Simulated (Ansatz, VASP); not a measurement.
PbS in VASP and in Ansatz

```xyz
2
Lattice="0.0000 3.0171 2.9795 3.0171 0.0000 2.9795 3.0171 3.0171 0.0000" Properties=species:S:1:pos:R:3 pbc="T T T"
Pb    0.0000    0.0000    0.0000
S     3.0171    3.0171    2.9795
```

Change from the starting cell: epitaxial_xy strain +1.0%.

Alike in both runs: task single point; functional PBE; k mesh 8 × 8 × 8; occupations fermi-dirac, width 0.02 eV; no spin polarisation.

|  | VASP | Ansatz |
| --- | --- | --- |
| version | VASP 6.6.1 | Ansatz 0.2.0 |
| potentials or method | VASP PAW PBE potentials, release 64 (Pb_d, S) | plane waves, PAW |
| plane-wave cutoff (eV) | 520 | 420 |
| valence electrons in the cell | 20 | 20 |

```tsv
	VASP	Ansatz	Ansatz less VASP
pressure (GPa)	-0.1	0.0	+0.07
traceless stress, the component that is largest in VASP (GPa)	0.93	0.93	-0.001
```

Spin-orbit coupling is off throughout.
